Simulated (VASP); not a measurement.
Write the native input for VASP 6.6.1 that does the following.

| Quantity | Value |
| --- | --- |
| Task | relaxation of cell and atoms |
| Functional | PBE |
| Potentials or basis | VASP PAW PBE potentials, release 64 (W_sv, C) |
| Cutoff | 600 eV |
| k mesh | 11 × 11 × 6 |
| Occupations | fermi-dirac, width 0.08 eV |
| Spin | no spin polarisation |
| Target pressure | 150 GPa |
| Dipole correction | no |
| Further INCAR settings | ALGO = Normal; EDIFF = 1e-07; IBRION = 2; EDIFFG = -0.005; NSW = 60; ISIF = 3 |

The structure of WC (NiAs type) lies in POSCAR:

```
WC
1.0
    2.9011686566      0.0000000000      0.0000000000
   -1.4505843283      2.5124857573      0.0000000000
    0.0000000000      0.0000000000      4.4968114177
W C
2 2
Direct
    0.0000000000      0.0000000000      0.0000000000
    0.0000000000      0.0000000000      0.5000000000
    0.3333333333      0.6666666667      0.2500000000
    0.6666666667      0.3333333333      0.7500000000
```

One way to write it, as run:

INCAR

```
SYSTEM = WC
ALGO = Normal
EDIFF = 1E-7
EDIFFG = -0.005
ENCUT = 600
GGA = PE
IBRION = 2
ISIF = 3
ISMEAR = -1
LASPH = .TRUE.
LCHARG = .FALSE.
LREAL = .FALSE.
LWAVE = .FALSE.
NELM = 80
NSW = 60
PREC = Accurate
PSTRESS = 1500.0
SIGMA = 0.08
```

KPOINTS

```
k-points
0
G
  11 11 6
  0 0 0
```

Potentials or basis: VASP PAW PBE potentials, release 64 (W_sv, C).

Command:

```console
$ cat potpaw_PBE.64/W_sv/POTCAR potpaw_PBE.64/C/POTCAR > POTCAR
$ mpirun -np 1 vasp_std > vasp.out
```

It gave:

```
Relaxed volume                                             : 8.35 Å³/atom
Relaxed cell                                               : a = 2.670 Å, b = 2.670 Å, c = 5.413 Å, α = 90.00°, β = 90.00°, γ = 120.00°
Space group after relaxing (to 0.1 Å)                      : P6_3/mmc (No. 194)
Energy change on relaxing (the run minimises the enthalpy) : -1218.7 meV/atom
Ionic steps                                                : 16
Pressure after relaxing                                    : 150.0 GPa
Band gap on the k mesh                                     : zero (bands 18 and 19 overlap by 0.86 eV)
```

Caveat: the cell is relaxed towards a set pressure, so the run minimises the enthalpy, not the energy; a cell axis changed by over 15 % at a fixed basis, so the end point is rough; spin-orbit coupling is left out, which moves the levels of the heavy elements.

Wall time 5 min on 1 thread of Intel(R) Xeon(R) 6975P-C (Granite Rapids) (shared host), peak memory 0.2 GiB.
